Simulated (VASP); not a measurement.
# Ta: single point with PBE

Crystal: Ta.

```
CELL_PARAMETERS angstrom
-1.61309 1.61309 1.61309
1.61309 -1.61309 1.61309
1.61309 1.61309 -1.61309
ATOMIC_POSITIONS crystal
Ta 0.00000 0.00000 0.00000
```

```yaml
Program: VASP 6.6.1
Task: single point
Functional: PBE
Potentials_or_basis: VASP PAW PBE potentials, release 64 (Ta_pv)
Cutoff: 520 eV
k_mesh: 14 × 14 × 14
Occupations: fermi-dirac, width 0.1 eV
Spin: no spin polarisation
```

```json
{
  "Pressure": "20.2 GPa"
}
```

Levels at points of the mesh, in eV from the Fermi level:
| k point | band 1 | band 2 | band 3 | band 4 | band 5 | band 6 | band 7 | band 8 | band 9 | band 10 |
| --- | --- | --- | --- | --- | --- | --- | --- | --- | --- | --- |
| (0.00, 0.00, 0.00) | -32.79 | -32.79 | -32.79 | -8.18 | 0.73 | 0.73 | 0.73 | 4.25 | 4.25 | 15.34 |
| (0.50, 0.00, 0.00) | -34.26 | -33.26 | -32.80 | -4.71 | -1.76 | 1.94 | 4.19 | 5.30 | 8.51 | 12.27 |
| (0.50, 0.50, 0.50) | -33.81 | -33.81 | -33.81 | -4.25 | -4.25 | 7.43 | 7.43 | 7.43 | 9.33 | 9.33 |

Run time: 15 s on 1 thread of Intel(R) Xeon(R) Platinum 8488C (Sapphire Rapids), on a shared host, peak memory 0.15 GiB.

Caveat: spin-orbit coupling is left out, which moves the levels of the heavy elements.
